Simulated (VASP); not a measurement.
The system is GaN.

```xyz
2
Lattice="0.0000 2.2684 2.2684 2.2684 0.0000 2.2684 2.2684 2.2684 0.0000" Properties=species:S:1:pos:R:3 pbc="T T T"
Ga    0.0000    0.0000    0.0000
N     1.1342    1.1342    1.1342
```

Program: VASP 6.6.1. Alike in all runs: task single point; potentials or basis VASP PAW PBE potentials, release 64 (Ga_d, N); no spin polarisation; cell as given; cutoff (eV) 520; smearing fermi-dirac 0.05 eV.

**Question.** Order these runs on this cell by their band gap on the k mesh, lowest first.
A. level r2SCAN+D3(BJ); k mesh 10 × 10 × 10
B. level B3LYP5; k mesh 5 × 5 × 5; grid for exact exchange (PRECFOCK) Normal
C. level BLYP+D4; k mesh 10 × 10 × 10
D. level PBEsol-based global hybrid; k mesh 5 × 5 × 5; grid for exact exchange (PRECFOCK) Normal; share of exact exchange 0.25

**Answer.** C (1.68 eV), A (1.99 eV), B (3.27 eV), D (3.54 eV).

Caveats: some runs use coarse meshes.
